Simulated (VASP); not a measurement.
A run of VASP 6.6.1 is set up as follows.

Contents of POSCAR:

```
KTlCr2F6
1.0
    0.0000000000      4.1112300000      4.1112300000
    4.1112300000      0.0000000000      4.1112300000
    4.1112300000      4.1112300000      0.0000000000
F K Cr Tl
6 1 2 1
Direct
    0.7650000000      0.2350000000      0.2350000000
    0.2350000000      0.7650000000      0.2350000000
    0.2350000000      0.7650000000      0.7650000000
    0.7650000000      0.2350000000      0.7650000000
    0.2350000000      0.2350000000      0.7650000000
    0.7650000000      0.7650000000      0.2350000000
    0.5000000000      0.5000000000      0.5000000000
    0.2500000000      0.2500000000      0.2500000000
    0.7500000000      0.7500000000      0.7500000000
    0.0000000000      0.0000000000      0.0000000000
```

INCAR.step1

```
SYSTEM = KTlCr2F6
  ALGO = Normal
  EDIFF = 1E-4
  ENCUT = 520
  GGA = PE
  ISMEAR = -1
  LASPH = .True.
  LCHARG = .False.
  LREAL = .False.
  LWAVE = .True.
  NBANDS = 55
  NELM = 100
  PREC = Accurate
  SIGMA = 0.0699
```

Contents of INCAR.step2:

```
SYSTEM = KTlCr2F6
  ALGO = Normal
  EDIFF = 1E-6
  ENCUT = 520
  ISIF = 2
  ISMEAR = -1
  ISTART = 1
  LASPH = .True.
  LCHARG = .True.
  LELF = .True.
  LMIXTAU = .True.
  LREAL = .False.
  LVHAR = .True.
  LWAVE = .False.
  METAGGA = R2SCAN
  NBANDS = 55
  NELM = 100
  PREC = Accurate
  SIGMA = 0.0699
```

The input KPOINTS:

```
k-points
0
Gamma
  4 4 4
  0 0 0
```

Potentials or basis: VASP PAW PBE potentials, release 64 (F, K_sv, Cr_pv, Tl_d).

Command:

```console
$ cat potpaw_PBE.64/F/POTCAR potpaw_PBE.64/K_sv/POTCAR potpaw_PBE.64/Cr_pv/POTCAR potpaw_PBE.64/Tl_d/POTCAR > POTCAR
$ cp INCAR.step1 INCAR
$ mpirun -np 1 vasp_std > vasp.out
$ cp INCAR.step2 INCAR
$ mpirun -np 1 vasp_std > vasp.out
```

(1) What does it give for the band gap on the k mesh?

(2) Predict the largest force.

Results:

(1) zero (band 44 reaches 5.03 eV, above the bottom of band 45 at 4.89 eV).

(2) 3.848 eV/Å.

Caveat: the PAW data sets were made with another functional, which shifts forces and pressure a little; spin-orbit coupling is left out, which moves the levels of the heavy elements; the run has no spin polarisation, though such a crystal can be magnetic; semilocal functionals often make such compounds metallic where correlation or magnetic order opens a gap, which also shifts bond lengths.
